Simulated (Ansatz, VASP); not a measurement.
# One calculation of Ga3As, two programs

File INCAR:

```
PREC = Accurate
ENCUT = 510
EDIFF = 1E-6
ISMEAR = 0
SIGMA = 0.1
LREAL = False
LASPH = True
NELM = 120
ALGO = Normal
ISIF = 2
LWAVE = False
LCHARG = False
GGA = PE
NBANDS = 35
GGA_COMPAT = False
```

The input KPOINTS:

```
regular mesh
0
Gamma
  6 6 2
```

The input POSCAR:

```
Ga3As
1.0
    3.6983932900      0.0000000000      0.0000000000
   -1.8491966500      3.2029025500      0.0000000000
    0.0000000000      0.0000000000      7.9456962500
Ga As
3 1
Direct
    0.6666666700      0.3333333300      0.1228424800
    0.6666666700      0.3333333300      0.8771575200
    0.6666666700      0.3333333300      0.5000000000
    0.3333333300      0.6666666700      0.5000000000
```

Input for Ansatz:

```yaml
crystal:
  lattice:
    - [3.69839329, 0.0, 0.0]
    - [-1.84919665, 3.20290255, 0.0]
    - [0.0, 0.0, 7.94569625]
  atoms:
    - { symbol: Ga, position: [0.66666667, 0.33333333, 0.12284248] }
    - { symbol: Ga, position: [0.66666667, 0.33333333, 0.87715752] }
    - { symbol: Ga, position: [0.66666667, 0.33333333, 0.5] }
    - { symbol: As, position: [0.33333333, 0.66666667, 0.5] }
basis:
  ecutwfc: 420
kpoints:
  mp_grid: { grid: [6, 6, 2] }
hamiltonian:
  xc: pbe
scf:
  occupations: { method: gaussian, width: 0.1 }
  lower_state_search: "off"
output:
  forces: true
  stress: true
  eigenvalues: true
```

Alike in both runs: task single point; functional PBE; k mesh 6 × 6 × 2; occupations gaussian, width 0.1 eV; no spin polarisation.

|  | VASP | Ansatz |
| --- | --- | --- |
| version | VASP 6.6.1 | Ansatz 0.2.0 |
| potentials or method | VASP PAW PBE potentials, release 64 (Ga_d, As_d), cutoff 510 eV | scalar-relativistic, plane waves, PAW |
| valence electrons in the cell | 54 | 54 |

VASP gave:

* gap on the k mesh at the Fermi level (eV): none
* pressure (GPa): 21.3
* traceless stress, the component that is largest in VASP (GPa): 8.06
* rms of the force components (eV/Å): 3.651

Which values does Ansatz return?

gap on the k mesh at the Fermi level (eV): none; pressure (GPa): 20.9; traceless stress, the component that is largest in VASP (GPa): 7.13; rms of the force components (eV/Å): 3.490.

Atom by atom the forces differ by 0.161 eV/Å (rms over components). A gap of «none» marks a metal or a gap that the smearing closes.

The k mesh is coarse, so the values compare programs but aren't converged.
